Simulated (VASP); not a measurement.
A run of VASP 6.6.1:

The input INCAR:

```
ALGO = Normal
EDIFF = 1E-6
ENCUT = 520
GGA = PS
ISIF = 2
ISMEAR = 0
LASPH = True
LCHARG = False
LREAL = False
LWAVE = False
NBANDS = 11
NELM = 60
PREC = Accurate
SIGMA = 0.05
```

KPOINTS

```
k-points
0
Gamma
  12 12 12
```

The input POSCAR:

```
SiC
1.0
    0.0000000000      2.0000800000      2.3479200000
    2.0000800000      0.0000000000      2.3479200000
    2.0000800000      2.0000800000      0.0000000000
Si C
1 1
Direct
    0.0000000000      0.0000000000      0.0000000000
    0.7500000000      0.7500000000      0.7500000000
```

Potentials or basis: VASP PAW PBE potentials, release 64 (Si, C).

Command:

```console
$ cat potpaw_PBE.64/Si/POTCAR potpaw_PBE.64/C/POTCAR > POTCAR
$ mpirun -np 1 vasp_std > vasp.out
```

Hardware: 1 thread of Intel(R) Xeon(R) Platinum 8259CL CPU @ 2.50GHz (Skylake/Cascade Lake), with other jobs on the host.

Q: Estimate the wall time of this run.

A: Wall time 17 s on 1 thread of Intel(R) Xeon(R) Platinum 8259CL CPU @ 2.50GHz (Skylake/Cascade Lake) (shared host), peak memory 0.15 GiB. Counts: scf iterations 11, k points 163.
